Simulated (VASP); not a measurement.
A run of VASP 6.6.1:

The input INCAR:

```
PREC = Accurate ; ENCUT = 520
EDIFF = 1E-8 ; ISMEAR = -1
SIGMA = 0.05 ; LREAL = False
LASPH = True ; NELM = 80
ALGO = Normal ; ISIF = 2
LWAVE = False ; LCHARG = False
GGA = PE ; LEFG = True
NBANDS = 21
```

File KPOINTS:

```
Automatic mesh
0
Gamma
  10 10 10
```

Contents of POSCAR:

```
Ge
1.0
    0.0000000000      2.8287700000      2.8287700000
    2.8287700000      0.0000000000      2.8287700000
    2.8287700000      2.8287700000      0.0000000000
Ge
2
Direct
    0.5000000000      0.5000000000      0.5000000000
    0.7500000000      0.7500000000      0.7500000000
```

Potentials or basis: VASP PAW PBE potentials, release 64 (Ge_d).

Command:

```console
$ cat potpaw_PBE.64/Ge_d/POTCAR > POTCAR
$ mpirun -np 1 vasp_std > vasp.out
```

Hardware: 1 thread of Intel(R) Xeon(R) 6975P-C (Granite Rapids) (shared host).

Question: How long does it take, and how much memory?

Answer: It took 20 s on 1 thread of Intel(R) Xeon(R) 6975P-C (Granite Rapids) (shared host), peak memory 0.17 GiB. Counts: scf iterations 15, k points 47.
